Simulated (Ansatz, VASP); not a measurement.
Two plane-wave programs on In3GaAs4

```
CELL_PARAMETERS angstrom
6.06919 0.00000 0.00000
0.00000 6.06919 0.00000
0.00000 0.00000 6.06919
ATOMIC_POSITIONS crystal
In 0.00000 0.50000 0.50000
In 0.50000 0.00000 0.50000
In 0.50000 0.50000 0.00000
Ga 0.00000 0.00000 0.00000
As 0.75993 0.75993 0.24007
As 0.75993 0.24007 0.75993
As 0.24007 0.75993 0.75993
As 0.24007 0.24007 0.24007
```

Alike in both runs: functional PBE; k mesh 4 × 4 × 4; occupations gaussian, width 0.1 eV; no spin polarisation.

Ansatz relaxed the structure, and its values are those at the end. VASP's run is a single point on that final structure, the one shown.

```csv
,VASP,Ansatz
version,VASP 6.6.1,Ansatz 0.2.0
potentials or method,"VASP PAW PBE potentials, release 64 (In_d, Ga_d, As), cutoff 520 eV","scalar-relativistic, plane waves, PAW"
valence electrons in the cell,72,112
```

Ansatz gave:

| Quantity | Value |
| --- | --- |
| gap on the k mesh at the Fermi level (eV) | none |
| pressure (GPa) | 0.2 |
| rms of the force components (eV/Å) | 0.007 |

**Question.** Estimate VASP's values.

**Answer.** gap on the k mesh at the Fermi level (eV): none; pressure (GPa): 0.3; rms of the force components (eV/Å): 0.004.

A gap of «none» marks a metal or a gap that the smearing closes. VASP's potentials hold 72 valence electrons a cell and Ansatz's 112, so a difference there can come from the potentials and not from the codes.
